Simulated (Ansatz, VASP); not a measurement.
## ScSiS3: VASP beside Ansatz

Contents of INCAR:

```
PREC = Accurate
ENCUT = 600
EDIFF = 1E-7
ISMEAR = 0
SIGMA = 0.1
LREAL = False
LASPH = True
NELM = 100
ALGO = Normal
ISIF = 3
LWAVE = False
LCHARG = False
GGA = PE
IBRION = 2
NSW = 100
EDIFFG = -0.01
```

Contents of KPOINTS:

```
Automatic mesh
0
Gamma
  8 8 8
```

Contents of POSCAR:

```
ScSiS3
1.0
    4.8845378659      0.0000000000      0.0000000000
    0.0000000000      4.8845378659      0.0000000000
    0.0000000000      0.0000000000      4.8845378659
Sc Si S
1 1 3
Direct
    0.0000000000      0.0000000000      0.0000000000
    0.5000000000      0.5000000000      0.5000000000
    0.5000000000      0.0000000000      0.0000000000
    0.0000000000      0.5000000000      0.0000000000
    0.0000000000      0.0000000000      0.5000000000
```

Input for Ansatz:

```yaml
crystal:
  lattice:
    - [4.8845378659, 0.0, 0.0]
    - [0.0, 4.8845378659, 0.0]
    - [0.0, 0.0, 4.8845378659]
  atoms:
    - { symbol: Sc, position: [0.0, 0.0, 0.0] }
    - { symbol: Si, position: [0.5, 0.5, 0.5] }
    - { symbol: S, position: [0.5, 0.0, 0.0] }
    - { symbol: S, position: [0.0, 0.5, 0.0] }
    - { symbol: S, position: [0.0, 0.0, 0.5] }
basis:
  ecutwfc: 420
kpoints:
  mp_grid: { grid: [8, 8, 8] }
hamiltonian:
  xc: pbe
scf:
  occupations: { method: gaussian, width: 0.1 }
output:
  forces: true
  stress: true
  eigenvalues: true
  write_density: true
  write_potential: true
  elf: true
  volumetric_format: npy
relax:
  adjacent_minimum: "off"
  f_tol: 0.01
  max_steps: 80
  cell: { stress_tol: 0.05 }
```

Alike in both runs: task relaxation of cell and atoms; functional PBE; k mesh 8 × 8 × 8; occupations gaussian, width 0.1 eV; no spin polarisation.

|  | VASP | Ansatz |
| --- | --- | --- |
| version | VASP 6.6.1 | Ansatz 0.2.0 |
| potentials or method | VASP PAW PBE potentials, release 64 (Sc_sv, Si, S), cutoff 600 eV | scalar-relativistic, plane waves, PAW |
| valence electrons in the cell | 33 | 33 |

Ansatz gave:

```
gap on the k mesh at the Fermi level, each at its own relaxed structure (eV) : none
relaxed volume (Å³/atom)                                                     : 23.29
relaxed cell length with the largest relative difference (Å)                 : 4.883
```

Q: What did VASP give for the same quantities?

A: gap on the k mesh at the Fermi level, each at its own relaxed structure (eV): none; relaxed volume (Å³/atom): 23.36; relaxed cell length with the largest relative difference (Å): 4.888.

A gap of «none» marks a metal or a gap that the smearing closes.
